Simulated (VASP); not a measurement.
Set up this calculation in VASP 6.6.1, as the native input.

- Task: single point
- Functional: PBE
- Dispersion: D3(BJ)
- Potentials or basis: VASP PAW PBE potentials, release 64 (Pt, S)
- Cutoff: 520 eV
- k mesh: 12 × 12 × 8
- Occupations: gaussian, width 0.01 eV
- Spin: no spin polarisation
- Dipole correction: no
- Further INCAR settings: ALGO = Normal; EDIFF = 1e-06; NBANDS = 18

The structure of PtS2 lies in POSCAR:

```
PtS2
1.0
    3.5830653951      0.0000000000      0.0000000000
   -1.7915326975      3.1030256556      0.0000000000
    0.0000000000      0.0000000000      4.6639927277
Pt S
1 2
Direct
    0.0000000000      0.0000000000      0.0000000000
    0.3333333333      0.6666666667      0.2586282042
    0.6666666667      0.3333333333      0.7413717958
```

These files were run (other wordings do the same):

INCAR

```
SYSTEM = PtS2
PREC     = Accurate       ! precision mode
ENCUT    = 520            ! plane-wave cutoff, eV
EDIFF    = 1E-6           ! SCF threshold, eV
ISMEAR   = 0              ! smearing method
SIGMA    = 0.01           ! smearing width, eV
LREAL    = .False.        ! projectors in reciprocal space
LASPH    = .True.         ! aspherical terms in the spheres
NELM     = 80             ! most SCF steps
ALGO     = Normal         ! electronic algorithm
ISIF     = 2              ! what is computed and relaxed
LWAVE    = .False.        ! write WAVECAR
LCHARG   = .False.        ! write CHGCAR
GGA      = PE             ! functional
IVDW     = 12             ! dispersion correction
NBANDS   = 18             ! bands
```

KPOINTS

```
Automatic mesh
0
Gamma
  12 12 8
  0 0 0
```

Potentials or basis: VASP PAW PBE potentials, release 64 (Pt, S).

Launch:

```bash
$ cat potpaw_PBE.64/Pt/POTCAR potpaw_PBE.64/S/POTCAR > POTCAR
$ mpirun -np 1 vasp_std > vasp.out
```

Results of the run:

```
Pressure                   : -0.5 GPa
Largest force              : 0.039 eV/Å
Band gap on the k mesh     : 0.07 eV, indirect (least direct gap 0.69 eV)
Dispersion energy per atom : -0.451 eV
```

Caveat: spin-orbit coupling is left out, which moves the levels of the heavy elements.

It took 90 s on 1 thread of AMD EPYC 7R43 64-Core Processor (Zen 3) (shared host), peak memory 0.23 GiB.
